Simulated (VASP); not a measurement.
Input of a VASP 6.6.1 run:

The input INCAR:

```
SYSTEM = NaLa
ALGO     = Normal         ! electronic algorithm
EDIFF    = 1E-7           ! SCF threshold, eV
ENCUT    = 520            ! plane-wave cutoff, eV
GGA      = CA             ! functional
ISIF     = 2              ! what is computed and relaxed
ISMEAR   = 0              ! smearing method
LASPH    = .True.         ! aspherical terms in the spheres
LCHARG   = .False.        ! write CHGCAR
LREAL    = .False.        ! projectors in reciprocal space
LWAVE    = .False.        ! write WAVECAR
NBANDS   = 16             ! bands
NELM     = 80             ! most SCF steps
PREC     = Accurate       ! precision mode
SIGMA    = 0.05           ! smearing width, eV
```

File KPOINTS:

```
k-points
0
Gamma
  9 9 4
  0 0 0
```

File POSCAR:

```
NaLa
1.0
    3.6301339215      0.0000000000      0.0000000000
   -1.8150669607      3.1437881951      0.0000000000
    0.0000000000      0.0000000000      6.5267222050
La Na
1 1
Direct
    0.0000000000      0.0000000000      0.5000000000
    0.6666666667      0.3333333333      0.0000000000
```

Potentials or basis: VASP PAW LDA potentials, release 64 (La, Na_pv).

Command:

```sh
$ cat potpaw_LDA.64/La/POTCAR potpaw_LDA.64/Na_pv/POTCAR > POTCAR
$ mpirun -np 1 vasp_std > vasp.out
```

Question: What does it give for the pressure?

Answer: -2.4 GPa.

Question: Predict the band gap on the k mesh.

Answer: Zero (band 9 reaches 4.08 eV, above the bottom of band 10 at 3.56 eV).

Stress tensor (GPa, compression positive):
```
-2.65  0.00  0.00
 0.00 -2.65  0.00
 0.00  0.00 -1.82
```

Caveat: spin-orbit coupling is left out, which moves the levels of the heavy elements.
